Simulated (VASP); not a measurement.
A run of VASP 6.6.1:

The input INCAR:

```
PREC = Accurate ; ENCUT = 600
EDIFF = 1E-6 ; ISMEAR = 0
SIGMA = 0.1 ; LREAL = False
LASPH = True ; NELM = 100
ALGO = Normal ; ISIF = 3
LWAVE = False ; LCHARG = False
GGA = PE ; IBRION = 2
NSW = 90 ; EDIFFG = -0.04
```

The input KPOINTS:

```
Automatic mesh
0
Gamma
  6 6 4
```

The input POSCAR:

```
Y2Si2F
1.0
    5.0317232900      0.0000000000      0.0000000000
   -2.5158616500      4.3576001900      0.0000000000
    0.0000000000      0.0000000000      4.7503779600
Y Si F
2 2 1
Direct
    0.3333333300      0.6666666700      0.0000000000
    0.6666666700      0.3333333300      0.0000000000
    0.0000000000      0.0000000000      0.3015366800
    0.0000000000      0.0000000000      0.6984633200
    0.0000000000      0.0000000000      0.0000000000
```

Potentials or basis: VASP PAW PBE potentials, release 64 (Y_sv, Si, F).

Launch:

```console
$ cat potpaw_PBE.64/Y_sv/POTCAR potpaw_PBE.64/Si/POTCAR potpaw_PBE.64/F/POTCAR > POTCAR
$ mpirun -np 1 vasp_std > vasp.out
```

Hardware: 1 thread of Intel Xeon 8259CL, on a shared host.

Q: How long does it take, and how much memory?

A: Run time: 18 min on 1 thread of Intel Xeon 8259CL, with other jobs on the host, peak memory 0.29 GiB. Counts: scf iterations 141, k points 21, ion steps 12.
